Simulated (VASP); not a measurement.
# TeW (F-43m) in VASP: a series of runs, part 2 of 2

VASP 6.6.1. Earlier steps stand in the parts before.

## 3. Single point, PBE

This run uses another cell than the first one, of 28.36 Å³/atom, 1.038 times its volume.

The input, INCAR:

```
PREC = Accurate
ENCUT = 500
EDIFF = 1E-6
ISMEAR = 0
SIGMA = 0.1
LREAL = F
LASPH = T
NELM = 120
ALGO = Normal
ISIF = 2
LWAVE = F
LCHARG = F
GGA = PE
NBANDS = 17
GGA_COMPAT = F
```

The input, KPOINTS:

```
regular mesh
0
Gamma
  16 16 16
```

The input, POSCAR:

```
TeW
1.0
    0.0000000000      3.0495326435      3.0495326435
    3.0495326435      0.0000000000      3.0495326435
    3.0495326435      3.0495326435      0.0000000000
Te W
1 1
Direct
    0.0000000000      0.0000000000      0.0000000000
    0.7500000000      0.7500000000      0.7500000000
```

Potentials or basis: VASP PAW PBE potentials, release 64 (Te, W_sv).

Run with:

```sh
$ cat potpaw_PBE.64/Te/POTCAR potpaw_PBE.64/W_sv/POTCAR > POTCAR
$ mpirun -np 1 vasp_std > vasp.out
```

OUTCAR:

```text
PREC = Accurate
   ENCUT = 500
   EDIFF = 1E-6
   ISMEAR = 0
   LREAL = F
   LASPH = T
   NELM = 120
   ISIF = 2
   GGA = PE

 ion  position               nearest neighbor table
   1  0.000  0.000  0.000-   2 2.64   2 2.64   2 2.64   2 2.64
   2  0.750  0.750  0.750-   1 2.64   1 2.64   1 2.64   1 2.64

  LATTYP: Found a face centered cubic cell.
 ALAT       =     6.0990652870

  Lattice vectors:

 A1 = (   0.0000000000,   3.0495326435,   3.0495326435)
 A2 = (   3.0495326435,   0.0000000000,   3.0495326435)
 A3 = (   3.0495326435,   3.0495326435,   0.0000000000)

Analysis of symmetry for initial positions (statically):
=====================================================================
 Subroutine PRICEL returns:
 Original cell was already a primitive cell.

 Routine SETGRP: Setting up the symmetry group for a
 face centered cubic supercell.

 Subroutine GETGRP returns: Found 24 space group operations
 (whereof 24 operations were pure point group operations)
 out of a pool of 48 trial point group operations.

The static configuration has the point symmetry T_d .

Analysis of symmetry for dynamics (positions and initial velocities):
=====================================================================
 Subroutine PRICEL returns:
 Original cell was already a primitive cell.

 Routine SETGRP: Setting up the symmetry group for a
 face centered cubic supercell.

 Subroutine GETGRP returns: Found 24 space group operations
 (whereof 24 operations were pure point group operations)
 out of a pool of 48 trial point group operations.

The dynamic configuration has the point symmetry T_d .

 Subroutine INISYM returns: Found 24 space group operations
 (whereof 24 operations are pure point group operations),
 and found     1 'primitive' translations

----------------------------------------------------------------------------------------

[... 104 lines left out ...]
   NUPDOWN=      -1.0000    fix difference up-down
   EMIN   =  10.00;   EMAX   =-10.00  energy-range for DOS
   EFERMI =   0.00;   METHOD = LEGACY
   ISMEAR =     0;   SIGMA  =   0.10  broadening in eV -4-tet -1-fermi 0-gaus
   EFERMI_NEDOS =   21; number of points for ismear=-14 and -15
   IALGO  =     38    algorithm
   IMIX   =      4    mixing-type and parameters
     AMIX     =   0.40;   BMIX     =  1.00
     AMIX_MAG =   1.60;   BMIX_MAG =  1.00
  volume/ion in A,a.u.               =      28.36       191.38
  Fermi-wavevector in a.u.,A,eV,Ry     =   1.156578  2.185615 18.200137  1.337672
  Thomas-Fermi vector in A             =   2.293197
   LORBIT       =      0    0 simple, 1 ext, 2 COOP (PROOUT), +10 PAW based schemes
   GGA     = PE    functional components
   LHFCALC =     F    Hartree Fock is set to
   AEXX    =    0.0000 exact exchange contribution
   IVDW    =     0    specifies the selected vdW correction
   LEPSILON=     F    determine dielectric tensor
   LRPA    =     F    only Hartree local field effects (RPA)
 non-spin polarized calculation
 Gauss-broadening in eV      SIGMA  =   0.10
  energy-cutoff  :      500.00
  volume of cell :       56.72
 maximum number of plane-waves:      1459
   NGX = 15   NGY = 15   NGZ = 15

 number of electron      20.0000000 magnetization

 Free energy of the ion-electron system (eV)
  ---------------------------------------------------
  ext. energy  EPLUGINS =         0.00000000
  ---------------------------------------------------
  free energy    TOTEN  =       -13.10718337 eV

  energy without entropy =      -13.08278886  energy(sigma->0) =      -13.09498612

 E-fermi :   6.3188     XC(G=0):  -9.8984

 val. band max:        6.3153707859   @ k =  -0.4375   0.1250   0.0625
 cond. band min:       6.3191526035   @ k =  -0.4375   0.0625   0.0000
 fundamental gap:      0.0037818176
 Fermi energy:         6.3188102188

 k-point     1 :       0.0000    0.0000    0.0000
  band No.  band energies     occupation
      1     -67.4340      2.00000
      2     -31.7009      2.00000
      3     -31.7009      2.00000
      4     -31.7009      2.00000
      5      -6.5441      2.00000
      6       2.3098      2.00000
[... 457 lines left out ...]
      4     -31.7011      2.00000
      5      -6.4692      2.00000
      6       2.1225      2.00000
[... 9 lines left out ...]
     16      12.3289      0.00000
     17      12.5711      0.00000

 [... further k-points ...]
[... 5 lines left out ...]
  --------------------------------------------------------------------------------------
  -------------------------------------------------------------------------------------
  Total       -0.0063467     -0.0063467     -0.0063467      0.0000000      0.0000000     -0.0000000
  in kB       -0.1792798     -0.1792798     -0.1792798      0.0000000      0.0000000     -0.0000000
  external PRESSURE =      -0.1792798 kB  Pullay stress =       0.0000000 kB

 VOLUME and BASIS-vectors are now :
 -----------------------------------------------------------------------------
  energy-cutoff  :      500.00
  volume of cell :       56.72
      direct lattice vectors                 reciprocal lattice vectors
     0.000000000  3.049532644  3.049532644    -0.163959550  0.163959550  0.163959550
     3.049532644  0.000000000  3.049532644     0.163959550 -0.163959550  0.163959550
     3.049532644  3.049532644  0.000000000     0.163959550  0.163959550 -0.163959550

 POSITION                                       TOTAL-FORCE (eV/Angst)
 -----------------------------------------------------------------------------------
      0.00000      0.00000      0.00000        -0.000000     -0.000000     -0.000000
      4.57430      4.57430      4.57430         0.000000      0.000000      0.000000
 -----------------------------------------------------------------------------------
    total drift:                               -0.000000     -0.000000      0.000000

  FREE ENERGIE OF THE ION-ELECTRON SYSTEM (eV)
  ---------------------------------------------------
  free  energy   TOTEN  =       -13.1071833732 eV

  energy  without entropy=      -13.0827888622  energy(sigma->0) =      -13.09498612
```

stdout:

```text
POSCAR found type information on POSCAR TeW
 POSCAR found :  2 types and       2 ions
 scaLAPACK will be used
 LDA part: xc-table for (Slater+PW92), standard interpolation
 POSCAR, INCAR and KPOINTS ok, starting setup
 FFT: planning ... GRIDC
 FFT: planning ... GRID_SOFT
 FFT: planning ... GRID
 WAVECAR not read
 entering main loop
```

Run time: 56 s. Hardware: 1 thread of Intel Xeon Platinum 8259CL at 2.50GHz (Skylake/Cascade Lake), shared host; peak memory 0.27 GiB.

What came out:

* Free energy: -13.1072 eV
* Pressure: 0.0 GPa
* Band gap on the k mesh: zero (band 10 reaches 6.49 eV, above the bottom of band 11 at 6.23 eV)

Levels at points of the mesh, in eV from the Fermi level:
| k point | band 8 | band 9 | band 10 | band 11 | band 12 | band 13 |
| --- | --- | --- | --- | --- | --- | --- |
| (0.00, 0.00, 0.00) | -4.01 | -0.30 | -0.30 | 1.53 | 4.59 | 4.59 |
| (0.50, 0.00, 0.00) | -3.71 | -0.18 | -0.06 | -0.06 | 2.26 | 2.26 |
| (0.50, 0.50, 0.00) | -3.21 | -1.21 | -0.51 | 0.27 | 0.74 | 0.74 |

Caveat: spin-orbit coupling is left out, which moves the levels of the heavy elements.
